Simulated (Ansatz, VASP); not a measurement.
**CaO: VASP beside Ansatz**

Contents of POSCAR:

```
CaO
1.0
    0.0000000000      2.4490000000      2.4490000000
    2.4490000000      0.0000000000      2.4490000000
    2.4490000000      2.4490000000      0.0000000000
Ca O
1 1
Direct
   -0.0255206207      0.0255206207      0.0255206207
    0.5000000000      0.5000000000      0.5000000000
```

INCAR.step1

```
PREC = Accurate ; ENCUT = 520
ISMEAR = 0 ; SIGMA = 0.05
LREAL = F ; LASPH = T
NELM = 100 ; NBANDS = 15
GGA = PE ; ALGO = Normal
EDIFF = 1E-4 ; LWAVE = T
LCHARG = F
```

The input INCAR.step2:

```
PREC = Accurate ; ENCUT = 520
EDIFF = 1E-7 ; ISMEAR = 0
SIGMA = 0.05 ; LREAL = F
LASPH = T ; NELM = 100
ALGO = Normal ; ISIF = 2
LWAVE = F ; LCHARG = T
METAGGA = R2SCAN ; LMIXTAU = T
LELF = T ; LVHAR = T
NBANDS = 15 ; ISTART = 1
```

File KPOINTS:

```
Automatic mesh
0
Gamma
  8 8 8
```

Input for Ansatz:

```yaml
crystal:
  lattice:
    - [0.0, 2.449, 2.449]
    - [2.449, 0.0, 2.449]
    - [2.449, 2.449, 0.0]
  atoms:
    - { symbol: Ca, position: [-0.0255206207, 0.0255206207, 0.0255206207] }
    - { symbol: O, position: [0.5, 0.5, 0.5] }
basis:
  ecutwfc: 500
kpoints:
  mp_grid: { grid: [8, 8, 8] }
hamiltonian:
  xc: r2scan
scf:
  occupations: { method: gaussian, width: 0.05 }
output:
  forces: true
  stress: true
  eigenvalues: true
```

Change from the starting cell: all Ca atoms moved +0.125 Å, as atom 1 along Cartesian [1 0 0].

Alike in both runs: task single point; functional r2SCAN; k mesh 8 × 8 × 8; occupations gaussian, width 0.05 eV; no spin polarisation.

|  | VASP | Ansatz |
| --- | --- | --- |
| version | VASP 6.6.1 | Ansatz 0.2.0 |
| potentials or method | VASP PAW PBE potentials, release 64 (Ca_sv, O), cutoff 520 eV | scalar-relativistic, plane waves, PAW |
| valence electrons in the cell | 16 | 16 |

|  | VASP | Ansatz | Ansatz less VASP |
| --- | --- | --- | --- |
| gap on the k mesh at the Fermi level (eV) | 4.24 | 4.25 | +0.009 |
| least direct gap on the mesh (eV) | 4.59 | 4.60 | +0.012 |
| pressure (GPa) | -5.1 | -5.9 | -0.84 |
| traceless stress, the component that is largest in VASP (GPa) | 1.37 | 1.27 | -0.101 |
| rms of the force components (eV/Å) | 0.212 | 0.190 | -0.0219 |

VASP's potentials were made for PBE, not for r2SCAN. Atom by atom the forces differ by 0.022 eV/Å (rms over components).
